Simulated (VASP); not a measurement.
# Si3AsF (P-6m2) in VASP: a series of runs, part 2 of 2

VASP 6.6.1. Earlier steps stand in the parts before.

## Step 3: Single point, PBE

This run uses another cell than the first one, of 16.52 Å³/atom, 1.123 times its volume.

File INCAR:

```
SYSTEM = Si3AsF
ALGO     = Normal         ! electronic algorithm
EDIFF    = 1E-6           ! SCF threshold, eV
ENCUT    = 520            ! plane-wave cutoff, eV
GGA      = PE             ! functional
ISIF     = 2              ! what is computed and relaxed
ISMEAR   = 0              ! smearing method
LASPH    = .TRUE.         ! aspherical terms in the spheres
LCHARG   = .TRUE.         ! write CHGCAR
LELF     = .TRUE.         ! ELF
LREAL    = .FALSE.        ! projectors in reciprocal space
LVHAR    = .TRUE.       
LWAVE    = .FALSE.        ! write WAVECAR
NBANDS   = 20             ! bands
NELM     = 100            ! most SCF steps
PREC     = Accurate       ! precision mode
SIGMA    = 0.1            ! smearing width, eV
```

File KPOINTS:

```
k-points
0
G
  6 6 4
  0 0 0
```

File POSCAR:

```
Si3AsF
1.0
    4.1360803079     -0.0000000029      0.0000000000
   -2.0680401514      3.5819506202      0.0000000000
    0.0000000000      0.0000000000      5.5763480374
Si As F
3 1 1
Direct
    0.6666666667      0.3333333333      0.2231939689
    0.6666666667      0.3333333333      0.7768060311
    0.0000000000      0.0000000000      0.0000000000
    0.0000000000      0.0000000000      0.5000000000
    0.3333333333      0.6666666667      0.0000000000
```

Potentials or basis: VASP PAW PBE potentials, release 64 (Si, As, F).

The run is started by

```bash
> cat potpaw_PBE.64/Si/POTCAR potpaw_PBE.64/As/POTCAR potpaw_PBE.64/F/POTCAR > POTCAR
> mpirun -np 1 vasp_std > vasp.out
```

OUTCAR:

```text
SYSTEM = Si3AsF
   EDIFF = 1E-6
   ENCUT = 520
   GGA = PE
   ISIF = 2
   ISMEAR = 0
   LASPH = .TRUE.
   LREAL = .FALSE.
   NELM = 100
   PREC = Accurate

 ion  position               nearest neighbor table
   1  0.667  0.333  0.223-   2 2.49   3 2.69   3 2.69   3 2.69   4 2.84   4 2.84   4 2.84   2 3.09

   2  0.667  0.333  0.777-   1 2.49   3 2.69   3 2.69   3 2.69   4 2.84   4 2.84   4 2.84   1 3.09

   3  0.000  0.000  0.000-   5 2.39   5 2.39   5 2.39   1 2.69   2 2.69   2 2.69   1 2.69   2 2.69
[... 686 lines left out ...]
  --------------------------------------------------------------------------------------
  -------------------------------------------------------------------------------------
  Total        0.0138801      0.0138801      0.0651992      0.0000000      0.0000000      0.0000000
  in kB        0.2691819      0.2691819      1.2644285      0.0000000      0.0000000      0.0000000
  external PRESSURE =       0.6009307 kB  Pullay stress =       0.0000000 kB

 VOLUME and BASIS-vectors are now :
 -----------------------------------------------------------------------------
  energy-cutoff  :      520.00
  volume of cell :       82.61
      direct lattice vectors                 reciprocal lattice vectors
     4.136080308 -0.000000003  0.000000000     0.241774803  0.139588747  0.000000000
    -2.068040151  3.581950620  0.000000000     0.000000000  0.279177495  0.000000000
     0.000000000  0.000000000  5.576348037     0.000000000  0.000000000  0.179328836

 POSITION                                       TOTAL-FORCE (eV/Angst)
 -----------------------------------------------------------------------------------
      2.06804      1.19398      1.24461         0.000000      0.000000     -0.008815
      2.06804      1.19398      4.33174         0.000000      0.000000      0.008815
      0.00000      0.00000      0.00000         0.000000      0.000000      0.000000
      0.00000      0.00000      2.78817         0.000000      0.000000      0.000000
      0.00000      2.38797      0.00000        -0.000000     -0.000000      0.000000
 -----------------------------------------------------------------------------------
    total drift:                                0.000001     -0.000001     -0.000000

  FREE ENERGIE OF THE ION-ELECTRON SYSTEM (eV)
  ---------------------------------------------------
  free  energy   TOTEN  =       -22.5585242425 eV

  energy  without entropy=      -22.5516340346  energy(sigma->0) =      -22.55507914
```

It took 16 s on 1 thread of Intel Xeon 6975P-C (Granite Rapids), shared host; peak memory 0.2 GiB.

Results:

* Free energy: -22.5585 eV
* Pressure: 0.1 GPa
* Largest force: 0.009 eV/Å
* Band gap on the k mesh: zero (band 12 reaches 6.97 eV, above the bottom of band 13 at 4.70 eV)

Forces in eV/Å, atoms in the order of the input:
```
Si   0.000  0.000 -0.009
Si   0.000  0.000  0.009
Si   0.000  0.000  0.000
As   0.000  0.000  0.000
F    0.000  0.000  0.000
```

Levels at points of the mesh, in eV from the Fermi level:
| k point | band 10 | band 11 | band 12 | band 13 | band 14 | band 15 |
| --- | --- | --- | --- | --- | --- | --- |
| (0.00, 0.00, 0.00) | -3.04 | 0.03 | 0.41 | 0.41 | 0.76 | 1.76 |
| (0.50, 0.00, 0.00) | -3.08 | -2.83 | -0.68 | 0.66 | 0.95 | 3.39 |
| (0.00, 0.00, 0.50) | -2.07 | -2.07 | -1.86 | -1.86 | -0.55 | 2.18 |
| (0.50, 0.00, 0.50) | -1.30 | -0.88 | -0.49 | 0.35 | 0.56 | 1.17 |

## Step 4: Relaxation of cell and atoms, PBE

File INCAR:

```
PREC     = Accurate       # precision mode
ENCUT    = 600            # plane-wave cutoff, eV
EDIFF    = 1E-6           # SCF threshold, eV
ISMEAR   = 0              # smearing method
SIGMA    = 0.1            # smearing width, eV
LREAL    = False          # projectors in reciprocal space
LASPH    = True           # aspherical terms in the spheres
NELM     = 100            # most SCF steps
ALGO     = Normal         # electronic algorithm
ISIF     = 3              # what is computed and relaxed
LWAVE    = False          # write WAVECAR
LCHARG   = False          # write CHGCAR
GGA      = PE             # functional
IBRION   = 2              # ionic algorithm
NSW      = 90             # ionic steps
EDIFFG   = -0.04          # ionic threshold
```

File KPOINTS:

```
regular mesh
0
Gamma
  6 6 4
```

File POSCAR:

```
Si3AsF
1.0
    4.1360299500      0.0000000000      0.0000000000
   -2.0680149700      3.5819070000      0.0000000000
    0.0000000000      0.0000000000      4.9640688800
Si As F
3 1 1
Direct
    0.6666666700      0.3333333300      0.2489190000
    0.6666666700      0.3333333300      0.7510810000
    0.0000000000      0.0000000000      0.0000000000
    0.0000000000      0.0000000000      0.5000000000
    0.3333333300      0.6666666700      0.0000000000
```

The run is started by

```bash
> cat potpaw_PBE.64/Si/POTCAR potpaw_PBE.64/As/POTCAR potpaw_PBE.64/F/POTCAR > POTCAR
> mpirun -np 1 vasp_std > vasp.out
```

Run time: 2.9 min. Hardware: 1 thread of Intel Xeon 6975P-C (Granite Rapids), shared host; peak memory 0.24 GiB.

The run converged. Its results:

```yaml
Free_energy: -22.5543 eV
Relaxed_volume: 16.52 Å³/atom
Relaxed_cell: a = 4.138 Å, b = 4.138 Å, c = 5.571 Å, α = 90.00°, β = 90.00°, γ = 120.00°
Space_group_after_relaxing_to_0.05_Å: P-6m2 (No. 187)
Energy_gained_by_relaxing: 115.8 meV/atom
Ionic_steps: 15
Pressure_after_relaxing: 0.1 GPa
Largest_force_after_relaxing: 0.010 eV/Å
Band_gap_on_the_k_mesh: zero (band 12 reaches 6.97 eV, above the bottom of band 13 at 4.69 eV)
```

Forces in eV/Å, atoms in the order of the input:
```
Si   0.000  0.000 -0.010
Si   0.000  0.000  0.010
Si   0.000  0.000  0.000
As   0.000  0.000  0.000
F    0.000  0.000  0.000
```

Stress tensor (GPa, compression positive):
```
-0.03  0.00  0.00
 0.00 -0.03  0.00
 0.00  0.00  0.25
```

The path:
| step | energy change (eV) | largest force (eV/Å) | pressure (GPa) | volume (Å³) |
| --- | --- | --- | --- | --- |
| 1 | 0.0000 | 0.4092 | 11.18 | 73.54 |
| 2 | -0.3242 | 0.4733 | -1.14 | 85.01 |
| 3 | -0.3271 | 0.4538 | -0.28 | 83.84 |
| 4 | -0.3704 | 0.3648 | -0.37 | 84.04 |
| 5 | -0.4140 | 0.1879 | -0.66 | 84.26 |
| 6 | -0.5190 | 0.1638 | -1.19 | 84.64 |
| 7 | -0.5023 | 0.5910 | -1.58 | 85.18 |
| 8 | -0.5544 | 0.2950 | -1.64 | 84.95 |
| 9 | -0.5568 | 0.2448 | -1.55 | 84.89 |
| 10 | -0.5599 | 0.2006 | 0.56 | 82.15 |
| 11 | -0.5697 | 0.2093 | -0.51 | 83.42 |
| 12 | -0.5760 | 0.1495 | 0.01 | 82.80 |
| 13 | -0.5772 | 0.0984 | 0.46 | 82.32 |
| 14 | -0.5788 | 0.0523 | -0.09 | 82.73 |
| 15 | -0.5791 | 0.0096 | 0.07 | 82.62 |

Final structure:
```
CELL_PARAMETERS angstrom
4.13800 0.00000 0.00000
-2.06900 3.58362 0.00000
0.00000 0.00000 5.57125
ATOMIC_POSITIONS crystal
Si 0.66667 0.33333 0.22327
Si 0.66667 0.33333 0.77673
Si 0.00000 0.00000 0.00000
As 0.00000 0.00000 0.50000
F 0.33333 0.66667 0.00000
```

Levels at points of the mesh, in eV from the Fermi level:
| k point | band 8 | band 9 | band 10 | band 11 | band 12 | band 13 | band 14 | band 15 | band 16 |
| --- | --- | --- | --- | --- | --- | --- | --- | --- | --- |
| (0.00, 0.00, 0.00) | -3.51 | -3.05 | -3.05 | 0.02 | 0.41 | 0.41 | 0.75 | 1.76 | 1.76 |
| (0.50, 0.00, 0.00) | -4.65 | -3.39 | -3.08 | -2.84 | -0.69 | 0.66 | 0.95 | 3.39 | 3.92 |
| (0.00, 0.00, 0.50) | -2.96 | -2.10 | -2.07 | -2.07 | -1.87 | -1.87 | -0.54 | 2.18 | 2.18 |
| (0.50, 0.00, 0.50) | -4.07 | -3.03 | -1.29 | -0.88 | -0.49 | 0.35 | 0.57 | 1.17 | 1.87 |

## Step 5: Overview

| task | cell | cutoff (eV) | gap on the mesh (eV) | pressure (GPa) | largest force (eV/Å) |
| --- | --- | --- | --- | --- | --- |
| single point | a = 4.136, b = 4.136, c = 4.964 Å, angles 90.0, 90.0, 120.0°, 5 atoms | 520 | none | 11.2 | 0.41 |
| single point | a = 4.136, b = 4.136, c = 5.576 Å, angles 90.0, 90.0, 120.0°, 5 atoms | 520 | none | 0.1 | 0.01 |
| relaxation of cell and atoms | relaxed from a = 4.136, b = 4.136, c = 4.964 Å, angles 90.0, 90.0, 120.0°, 5 atoms | 600 | none | 0.1 | 0.01 |

Alike in all rows: level PBE; potentials or basis VASP PAW PBE potentials, release 64 (Si, As, F); no spin polarisation; k mesh 6 × 6 × 4; smearing gaussian 0.1 eV.

Total energies depend on the potentials used, so only differences within one code and one set of settings carry meaning.
